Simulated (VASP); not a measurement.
Write the native input for VASP 6.6.1 that does the following.

- Task: single point
- Functional: r2SCAN
- Potentials or basis: VASP PAW PBE potentials, release 64 (Hf_pv, C)
- Cutoff: 520 eV
- k mesh: 10 × 10 × 10
- Occupations: gaussian, width 0.005 eV
- Spin: non-collinear spin, zero start, spin-orbit coupling
- Starting moments: [[0.0, 0.0, 0.0], [0.0, 0.0, 0.0]] μB
- Hubbard terms: Hf d U = 7.0 eV
- Dipole correction: no
- Further INCAR settings: ALGO = Normal; EDIFF = 1e-07; NBANDS = 26

HfC:

```
Hf C
1.0
     0.00000    2.43588    2.43588
     2.43588    0.00000    2.43588
     2.43588    2.43588    0.00000
Hf C
1 1
Cartesian
  2.4359 2.4359 2.4359
  0.0000 0.0000 0.0000
```

These files were run (other wordings do the same):

POSCAR

```
HfC
1.0
    0.0000000000      2.4358782111      2.4358782111
    2.4358782111      0.0000000000      2.4358782111
    2.4358782111      2.4358782111      0.0000000000
Hf C
1 1
Direct
    0.5000000000      0.5000000000      0.5000000000
    0.0000000000      0.0000000000      0.0000000000
```

INCAR.step1

```
PREC     = Accurate       # precision mode
ENCUT    = 520            # plane-wave cutoff, eV
ISMEAR   = 0              # smearing method
SIGMA    = 0.005          # smearing width, eV
LREAL    = False          # projectors in reciprocal space
LASPH    = True           # aspherical terms in the spheres
NELM     = 150            # most SCF steps
MAGMOM   = 0 0 0 0 0 0    # initial moments
LSORBIT  = True           # spin-orbit coupling
GGA_COMPAT= False        
LMAXMIX  = 4              # l up to which the mixer works
LDAU     = True           # DFT+U
LDAUTYPE = 2            
LDAUL    = 2 -1           # shell
LDAUU    = 7 0            # U, eV
LDAUJ    = 0 0          
NBANDS   = 26             # bands
GGA      = PE             # functional
ALGO     = Normal         # electronic algorithm
EDIFF    = 1E-4           # SCF threshold, eV
LWAVE    = True           # write WAVECAR
LCHARG   = False          # write CHGCAR
```

INCAR.step2

```
PREC     = Accurate       # precision mode
ENCUT    = 520            # plane-wave cutoff, eV
EDIFF    = 1E-7           # SCF threshold, eV
ISMEAR   = 0              # smearing method
SIGMA    = 0.005          # smearing width, eV
LREAL    = False          # projectors in reciprocal space
LASPH    = True           # aspherical terms in the spheres
NELM     = 150            # most SCF steps
ALGO     = Normal         # electronic algorithm
ISIF     = 2              # what is computed and relaxed
LWAVE    = False          # write WAVECAR
LCHARG   = False          # write CHGCAR
MAGMOM   = 0 0 0 0 0 0    # initial moments
LORBIT   = 11             # projections on sites
LSORBIT  = True           # spin-orbit coupling
GGA_COMPAT= False        
LORBMOM  = True         
LMAXMIX  = 4              # l up to which the mixer works
LDAU     = True           # DFT+U
LDAUTYPE = 2            
LDAUL    = 2 -1           # shell
LDAUU    = 7 0            # U, eV
LDAUJ    = 0 0          
LDAUPRINT= 1            
METAGGA  = R2SCAN         # meta-GGA
LMIXTAU  = True         
NBANDS   = 26             # bands
ISTART   = 1
```

KPOINTS

```
regular mesh
0
Gamma
  10 10 10
```

Potentials or basis: VASP PAW PBE potentials, release 64 (Hf_pv, C).

Launch:

```bash
$ cat potpaw_PBE.64/Hf_pv/POTCAR potpaw_PBE.64/C/POTCAR > POTCAR
$ cp INCAR.step1 INCAR
$ mpirun -np 1 vasp_ncl > vasp.out
$ cp INCAR.step2 INCAR
$ mpirun -np 1 vasp_ncl > vasp.out
```

It gave:

```yaml
Pressure: -10.0 GPa
Net_moment: 0.00 μB per cell
Valence_electrons_inside_the_program's_atomic_spheres: Hf 8.10; C 2.37
```

Caveat: the cell stands under tension; the PAW data sets were made with another functional, which shifts forces and pressure a little; the U is typed as a test and isn't derived for this compound.

Wall time 18 min on 1 thread of Intel Xeon 8259CL (shared host), peak memory 0.32 GiB.
